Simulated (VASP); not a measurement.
# Fe (Im-3m) in VASP: single point with PBE

Aim: the single point of Fe with PBE.

All numbers are computed with VASP 6.6.1; they aren't measurements. Logs are shortened: lines on timing, memory, paths and dates and some standing lists are left out, and cuts for length are marked.

## (1) The cell of the first run

The structure is cubic, space group Im-3m (No. 229). The conventional cell has a = 2.855 Å, b = 2.855 Å, c = 2.855 Å, α = 90.00°, β = 90.00°, γ = 90.00°. Within 3.3 Å of Fe (site symmetry m-3m) lie 14 Fe at 2.47 to 2.85 Å.

## (2) Single point, PBE, collinear spin, ferromagnetic start

INCAR

```
SYSTEM = Fe
ALGO     = Normal         ! electronic algorithm
EDIFF    = 1E-6           ! SCF threshold, eV
ENCUT    = 520            ! plane-wave cutoff, eV
GGA      = PE             ! functional
ISIF     = 2              ! what is computed and relaxed
ISMEAR   = -1             ! smearing method
ISPIN    = 2              ! spin polarisation
LASPH    = .TRUE.         ! aspherical terms in the spheres
LCHARG   = .FALSE.        ! write CHGCAR
LMAXMIX  = 4              ! l up to which the mixer works
LORBIT   = 11             ! projections on sites
LREAL    = .FALSE.        ! projectors in reciprocal space
LWAVE    = .FALSE.        ! write WAVECAR
MAGMOM   = 4              ! initial moments
NBANDS   = 14             ! bands
NELM     = 150            ! most SCF steps
PREC     = Accurate       ! precision mode
SIGMA    = 0.1            ! smearing width, eV
```

KPOINTS

```
k-points
0
G
  14 14 14
  0 0 0
```

POSCAR

```
Fe
1.0
   -1.4275000000      1.4275000000      1.4275000000
    1.4275000000     -1.4275000000      1.4275000000
    1.4275000000      1.4275000000     -1.4275000000
Fe
1
Direct
    0.0000000000      0.0000000000      0.0000000000
```

Potentials or basis: VASP PAW PBE potentials, release 64 (Fe).

Command:

```sh
> cat potpaw_PBE.64/Fe/POTCAR > POTCAR
> mpirun -np 1 vasp_std > vasp.out
```

OUTCAR:

```text
SYSTEM = Fe
   EDIFF = 1E-6
   ENCUT = 520
   GGA = PE
   ISIF = 2
   ISMEAR = -1
   ISPIN = 2
   LASPH = .TRUE.
   LORBIT = 11
   LREAL = .FALSE.
   NELM = 150
   PREC = Accurate

 ion  position               nearest neighbor table
   1  0.000  0.000  0.000-

  LATTYP: Found a body centered cubic cell.
 ALAT       =     2.8550000000

  Lattice vectors:

 A1 = (  -1.4275000000,   1.4275000000,   1.4275000000)
 A2 = (   1.4275000000,  -1.4275000000,   1.4275000000)
 A3 = (   1.4275000000,   1.4275000000,  -1.4275000000)

Analysis of symmetry for initial positions (statically):
=====================================================================
 Subroutine PRICEL returns:
 Original cell was already a primitive cell.

 Routine SETGRP: Setting up the symmetry group for a
 body centered cubic supercell.

 Subroutine GETGRP returns: Found 48 space group operations
 (whereof 48 operations were pure point group operations)
 out of a pool of 48 trial point group operations.

The static configuration has the point symmetry O_h .

Analysis of symmetry for dynamics (positions and initial velocities):
=====================================================================
 Subroutine PRICEL returns:
 Original cell was already a primitive cell.

 Routine SETGRP: Setting up the symmetry group for a
 body centered cubic supercell.

 Subroutine GETGRP returns: Found 48 space group operations
 (whereof 48 operations were pure point group operations)
 out of a pool of 48 trial point group operations.

The dynamic configuration has the point symmetry O_h .

Analysis of structural, dynamic, and magnetic symmetry:
=====================================================================
 Subroutine PRICEL returns:
 Original cell was already a primitive cell.

 Routine SETGRP: Setting up the symmetry group for a
 body centered cubic supercell.

 Subroutine GETGRP returns: Found 48 space group operations
 (whereof 48 operations were pure point group operations)
 out of a pool of 48 trial point group operations.

The overall configuration has the point symmetry O_h .

 Subroutine INISYM returns: Found 48 space group operations
 (whereof 48 operations are pure point group operations),
 and found     1 'primitive' translations

----------------------------------------------------------------------------------------

                                     Primitive cell

  volume of cell :      11.6356

  direct lattice vectors                    reciprocal lattice vectors
    -1.427500000  1.427500000  1.427500000     0.000000000  0.350262697  0.350262697
     1.427500000 -1.427500000  1.427500000     0.350262697  0.000000000  0.350262697
     1.427500000  1.427500000 -1.427500000     0.350262697  0.350262697  0.000000000

  length of vectors
     2.472502528  2.472502528  2.472502528     0.495346257  0.495346257  0.495346257

  position of ions in fractional coordinates (direct lattice)
     0.000000000  0.000000000  0.000000000

  ion indices of the primitive-cell ions
   primitive index   ion index
                 1           1

----------------------------------------------------------------------------------------

 KPOINTS: k-points

Automatic generation of k-mesh.
 Grid dimensions read from file:
 generate k-points for:   14   14   14

 Generating k-lattice:

  Cartesian coordinates                     Fractional coordinates (reciprocal lattice)
     0.000000000  0.025018764  0.025018764     0.071428571  0.000000000  0.000000000
     0.025018764  0.000000000  0.025018764     0.000000000  0.071428571  0.000000000
     0.025018764  0.025018764  0.000000000     0.000000000  0.000000000  0.071428571

  Length of vectors
     0.035381875  0.035381875  0.035381875

  Shift w.r.t. Gamma in fractional coordinates (k-lattice)
     0.000000000  0.000000000  0.000000000

 Subroutine IBZKPT returns following result:
 ===========================================

 Found    104 irreducible k-points:

 Following reciprocal coordinates:
            Coordinates               Weight
  0.000000  0.000000  0.000000      1.000000
  0.071429  0.000000  0.000000     12.000000
  0.142857  0.000000  0.000000     12.000000
  0.214286  0.000000  0.000000     12.000000
  0.285714  0.000000  0.000000     12.000000
  0.357143  0.000000  0.000000     12.000000
[... 16 lines left out ...]
  0.285714  0.285714  0.000000     24.000000
  0.357143  0.285714 -0.000000     24.000000
 [... further k-points ...]
   k-points           NKPTS =    104   k-points in BZ     NKDIM =    104   number of bands    NBANDS=     14
   number of dos      NEDOS =    301   number of ions     NIONS =      1
   total plane-waves  NPLWV =   5832
   dimension x,y,z NGX =    18 NGY =   18 NGZ =   18
   dimension x,y,z NGXF=    36 NGYF=   36 NGZF=   36
   ions per type =               1
   NGX,Y,Z   is equivalent  to a cutoff of  12.10, 12.10, 12.10 a.u.
   NGXF,Y,Z  is equivalent  to a cutoff of  24.21, 24.21, 24.21 a.u.
 SYSTEM =  Fe
   PREC   = accura    normal or accurate (medium, high low for compatibility)
   ISTART =      0    job   : 0-new  1-cont  2-samecut
   ICHARG =      2    charge: 1-file 2-atom 10-const
   ISPIN  =      2    spin polarized calculation?
   LNONCOLLINEAR =      F non collinear calculations
   LSORBIT =      F    spin-orbit coupling
   LASPH  =      T    aspherical Exc in radial PAW
   ENCUT  =  520.0 eV  38.22 Ry    6.18 a.u.   4.60  4.60  4.60*2*pi/ulx,y,z
   NELM   =    150;   NELMIN=  2; NELMDL= -5     # of ELM steps
   EDIFF  = 0.1E-05   stopping-criterion for ELM
   LREAL  =      F    real-space projection
   EDIFFG = 0.1E-04   stopping-criterion for IOM
   NSW    =      0    number of steps for IOM
   IBRION =     -1    ionic relax: 0-MD 1-quasi-New 2-CG
   NFREE  =      0    steps in history (QN), initial steepest desc. (CG)
   ISIF   =      2    stress and relaxation
   ISYM   =      2    0-nonsym 1-usesym 2-fastsym
   POTIM  = 0.5000    time-step for ionic-motion
   TEBEG  =    0.0;   TEEND  =   0.0 temperature during run
   PSTRESS=    0.0 pullay stress
   NELECT =       8.0000    total number of electrons
   NUPDOWN=      -1.0000    fix difference up-down
   EMIN   =  10.00;   EMAX   =-10.00  energy-range for DOS
   EFERMI =   0.00;   METHOD = LEGACY
   ISMEAR =    -1;   SIGMA  =   0.10  broadening in eV -4-tet -1-fermi 0-gaus
   EFERMI_NEDOS =   21; number of points for ismear=-14 and -15
   IALGO  =     38    algorithm
   IMIX   =      4    mixing-type and parameters
     AMIX     =   0.40;   BMIX     =  1.00
     AMIX_MAG =   1.60;   BMIX_MAG =  1.00
  volume/ion in A,a.u.               =      11.64        78.52
  Fermi-wavevector in a.u.,A,eV,Ry     =   1.444914  2.730492 28.405929  2.087777
  Thomas-Fermi vector in A             =   2.563155
   LORBIT       =     11    0 simple, 1 ext, 2 COOP (PROOUT), +10 PAW based schemes
   GGA     = PE    functional components
   LHFCALC =     F    Hartree Fock is set to
   AEXX    =    0.0000 exact exchange contribution
   IVDW    =     0    specifies the selected vdW correction
   LEPSILON=     F    determine dielectric tensor
   LRPA    =     F    only Hartree local field effects (RPA)
 spin polarized calculation
  energy-cutoff  :      520.00
  volume of cell :       11.64
 maximum number of plane-waves:       325
   NGX =  9   NGY =  9   NGZ =  9

 number of electron       8.0000003 magnetization       2.2240647

 Free energy of the ion-electron system (eV)
  ---------------------------------------------------
  ext. energy  EPLUGINS =         0.00000000
  ---------------------------------------------------
  free energy    TOTEN  =        -8.25557586 eV

  energy without entropy =       -8.22410471  energy(sigma->0) =       -8.23984028

 E-fermi :   5.5674     XC(G=0): -12.9812

 val. band max:        5.5553150053   @ k =  -0.2857   0.3571   0.2143
 cond. band min:       5.5802450870   @ k =  -0.4286   0.4286   0.2857
 fundamental gap:      0.0249300817
 Fermi energy:         5.5674232329

 spin component 1

 k-point     1 :       0.0000    0.0000    0.0000
  band No.  band energies     occupation
      1      -2.7139      1.00000
      2       3.3227      1.00000
      3       3.3227      1.00000
      4       3.3227      1.00000
      5       4.4885      0.99998
      6       4.4885      0.99998
      7      30.3648      0.00000
      8      30.3648      0.00000
      9      30.3648      0.00000
     10      35.2947      0.00000
     11      35.2947      0.00000
     12      37.4680      0.00000
     13      37.4680      0.00000
     14      37.4680      0.00000

 k-point     2 :       0.0714    0.0000    0.0000
  band No.  band energies     occupation
      1      -2.5067      1.00000
      2       3.2676      1.00000
      3       3.3182      1.00000
      4       3.4322      1.00000
      5       4.4348      0.99999
      6       4.4930      0.99998
      7      28.9951      0.00000
      8      30.0353      0.00000
      9      30.2005      0.00000
     10      34.5162      0.00000
     11      35.0123      0.00000
     12      35.1588      0.00000
     13      36.3103      0.00000
     14      38.0386      0.00000
[... 343 lines left out ...]
      1       1.8589      1.00000
      2       2.3243      1.00000
      3       2.8861      1.00000
      4       4.5906      0.99994
      5       4.8996      0.99874
      6       9.6192      0.00000
      7      14.5443      0.00000
      8      15.8044      0.00000
      9      24.5093      0.00000
     10      32.4299      0.00000
     11      34.7071      0.00000
     12      41.6845      0.00000
     13      43.9873      0.00000
     14      45.2699      0.00000

 k-point    24 :       0.3571    0.2857   -0.0000
  band No.  band energies     occupation
      1       1.9190      1.00000
      2       2.4121      1.00000
      3       2.7657      1.00000
      4       4.6824      0.99986
      5       4.8729      0.99904
      6      11.1537      0.00000
      7      12.9390      0.00000
      8      15.3200      0.00000
      9      24.3730      0.00000
     10      32.8957      0.00000
     11      34.4417      0.00000
     12      41.2074      0.00000
     13      44.5849      0.00000
     14      48.5214      0.00000

 [... further k-points ...]

 spin component 2

 k-point     1 :       0.0000    0.0000    0.0000
  band No.  band energies     occupation
      1      -2.5466      1.00000
      2       5.2665      0.95298
      3       5.2667      0.95292
      4       5.2667      0.95292
      5       7.2627      0.00000
      6       7.2628      0.00000
      7      30.1075      0.00000
      8      30.1075      0.00000
      9      30.1075      0.00000
     10      35.4879      0.00000
     11      35.4879      0.00000
     12      38.1274      0.00000
     13      38.1274      0.00000
     14      38.1274      0.00000

 k-point     2 :       0.0714    0.0000    0.0000
  band No.  band energies     occupation
      1      -2.3385      1.00000
      2       5.1996      0.97535
      3       5.2542      0.95822
      4       5.3861      0.85970
      5       7.1906      0.00000
      6       7.2677      0.00000
      7      28.9494      0.00000
      8      29.8485      0.00000
      9      30.0245      0.00000
     10      34.8406      0.00000
     11      35.8713      0.00000
     12      35.8749      0.00000
     13      36.5789      0.00000
     14      38.6290      0.00000
[... 343 lines left out ...]
      1       3.2474      1.00000
      2       3.9393      1.00000
      3       4.3630      0.99999
      4       7.1025      0.00000
      5       7.4662      0.00000
      6      10.9775      0.00000
      7      15.5075      0.00000
      8      16.6206      0.00000
      9      25.0282      0.00000
     10      32.5736      0.00000
     11      34.8934      0.00000
     12      42.4233      0.00000
     13      44.3561      0.00000
     14      45.8362      0.00000

 k-point    24 :       0.3571    0.2857   -0.0000
  band No.  band energies     occupation
      1       3.4238      1.00000
      2       4.0039      1.00000
      3       4.2449      1.00000
      4       7.2062      0.00000
      5       7.4036      0.00000
      6      12.2835      0.00000
      7      14.0363      0.00000
      8      16.1707      0.00000
      9      24.8994      0.00000
     10      33.0502      0.00000
     11      34.5627      0.00000
     12      42.0344      0.00000
     13      45.0715      0.00000
     14      48.9723      0.00000

 [... further k-points ...]
[... 5 lines left out ...]
  --------------------------------------------------------------------------------------
  -------------------------------------------------------------------------------------
  Total       -0.3217316     -0.3217316     -0.3217316      0.0000000     -0.0000000     -0.0000000
  in kB      -44.3012541    -44.3012541    -44.3012541      0.0000000     -0.0000000     -0.0000000
  external PRESSURE =     -44.3012541 kB  Pullay stress =       0.0000000 kB

 VOLUME and BASIS-vectors are now :
 -----------------------------------------------------------------------------
  energy-cutoff  :      520.00
  volume of cell :       11.64
      direct lattice vectors                 reciprocal lattice vectors
    -1.427500000  1.427500000  1.427500000     0.000000000  0.350262697  0.350262697
     1.427500000 -1.427500000  1.427500000     0.350262697  0.000000000  0.350262697
     1.427500000  1.427500000 -1.427500000     0.350262697  0.350262697  0.000000000

 POSITION                                       TOTAL-FORCE (eV/Angst)
 -----------------------------------------------------------------------------------
      0.00000      0.00000      0.00000        -0.000000     -0.000000     -0.000000
 -----------------------------------------------------------------------------------
    total drift:                                0.000000     -0.000000      0.000000

  FREE ENERGIE OF THE ION-ELECTRON SYSTEM (eV)
  ---------------------------------------------------
  free  energy   TOTEN  =        -8.2555758595 eV

  energy  without entropy=       -8.2241047092  energy(sigma->0) =       -8.23984028

 total charge

# of ion       s       p       d       tot
------------------------------------------
    1        0.477   0.519   6.224   7.220

 magnetization (x)

# of ion       s       p       d       tot
------------------------------------------
    1       -0.013  -0.053   2.290   2.225
```

It took 23 s on 1 thread of AMD EPYC 9R45 (Zen 5), shared host; peak memory 0.11 GiB.

Results:

```yaml
Free_energy: -8.2556 eV
Pressure: -4.4 GPa
Net_moment: 2.22 μB per cell
Site_moments: Fe +2.23 μB
Valence_electrons_inside_the_program's_atomic_spheres: Fe 7.22
```
